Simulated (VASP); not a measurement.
# TiAl: single point with LDA

The system is TiAl.

```
CELL_PARAMETERS angstrom
2.70864 0.00000 0.00000
0.00000 2.70864 0.00000
0.00000 0.00000 3.78180
ATOMIC_POSITIONS crystal
Ti 0.00000 0.00000 0.00000
Al 0.50000 0.50000 0.50000
```

```yaml
Program: VASP 6.6.1
Task: single point
Functional: LDA
Potentials_or_basis: VASP PAW LDA potentials, release 64 (Ti_sv, Al)
Cutoff: 520 eV
k_mesh: 16 × 16 × 16
Occupations: gaussian, width 0.15 eV
Spin: no spin polarisation
Dipole_correction: no
Further_INCAR_settings: ALGO = Fast; EDIFF = 1e-06; NBANDS = 14
```

```json
{
 "Pressure": "15.1 GPa",
 "Band gap on the k mesh": "zero (an odd number of electrons rules out a gap without spin polarisation)"
}
```

Stress tensor (GPa, compression positive):
```
14.36  0.00  0.00
 0.00 14.36  0.00
 0.00  0.00 16.53
```

Levels at points of the mesh, in eV from the Fermi level:
| k point | band 6 | band 7 | band 8 | band 9 | band 10 | band 11 |
| --- | --- | --- | --- | --- | --- | --- |
| (0.00, 0.00, 0.00) | -2.14 | -1.10 | 0.31 | 2.46 | 2.46 | 3.78 |
| (0.50, 0.00, 0.00) | -4.65 | -1.90 | -0.33 | 1.85 | 2.92 | 5.26 |
| (0.50, 0.50, 0.00) | -0.72 | -0.43 | -0.43 | -0.35 | -0.35 | 4.99 |
| (0.00, 0.00, 0.50) | -5.49 | -0.84 | 0.93 | 1.96 | 1.96 | 3.80 |
| (0.50, 0.00, 0.50) | -3.03 | -1.26 | -0.95 | 1.76 | 1.91 | 2.56 |
| (0.50, 0.50, 0.50) | -2.75 | -2.75 | 2.51 | 2.60 | 2.87 | 4.82 |

It took 3.1 min on 1 thread of Intel(R) Xeon(R) 6975P-C (Granite Rapids), with other jobs on the host, peak memory 0.26 GiB.

Caveat: the cell stands under pressure.
